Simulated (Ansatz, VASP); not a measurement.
**AlN: VASP beside Ansatz**

The input INCAR:

```
SYSTEM = AlN
PREC = Accurate ; ENCUT = 520
EDIFF = 1E-7 ; ISMEAR = 0
SIGMA = 0.01 ; LREAL = .False.
LASPH = .True. ; NELM = 100
ALGO = Normal ; ISIF = 2
LWAVE = .False. ; LCHARG = .False.
GGA = PE ; NBANDS = 16
```

Contents of KPOINTS:

```
regular mesh
0
Gamma
  12 12 4
  0 0 0
```

Contents of POSCAR:

```
AlN
1.0
    3.1130000000      0.0000000000      0.0000000000
   -1.5565000000      2.6959400000      0.0000000000
    0.0000000000      0.0000000000      4.9810000000
Al N
2 2
Direct
    0.3333333333      0.6666666667      0.0000000000
    0.6666666667      0.3333333333      0.5000000000
    0.3333333333      0.6666666667      0.4000762899
    0.6666666667      0.3333333333      0.8800000000
```

Input for Ansatz:

```yaml
crystal:
  lattice:
    - [3.113, 0.0, 0.0]
    - [-1.5565, 2.69594, 0.0]
    - [0.0, 0.0, 4.981]
  atoms:
    - { symbol: Al, position: [0.3333333333333333, 0.6666666666666666, 0.0] }
    - { symbol: Al, position: [0.6666666666666666, 0.3333333333333333, 0.5] }
    - { symbol: "N", position: [0.3333333333333333, 0.6666666666666666, 0.4000762899016262] }
    - { symbol: "N", position: [0.6666666666666666, 0.3333333333333333, 0.88] }
kpoints:
  mp_grid:
    grid: [12, 12, 4]
hamiltonian:
  xc: pbe
scf:
  occupations:
    method: fixed
output:
  forces: true
```

Alike in both runs: task single point; functional PBE; k mesh 12 × 12 × 4; no spin polarisation.

```csv
,VASP,Ansatz
version,VASP 6.6.1,Ansatz 0.2.0
potentials or method,"VASP PAW PBE potentials, release 64 (Al, N)","plane waves, PAW"
plane-wave cutoff (eV),520,420
occupations,"gaussian, width 0.01 eV",fixed
valence electrons in the cell,16,16
```

|  | VASP | Ansatz | Ansatz less VASP |
| --- | --- | --- | --- |
| rms of the force components (eV/Å) | 0.542 | 0.540 | -0.0023 |

Atom by atom the forces differ by 0.002 eV/Å (rms over components).
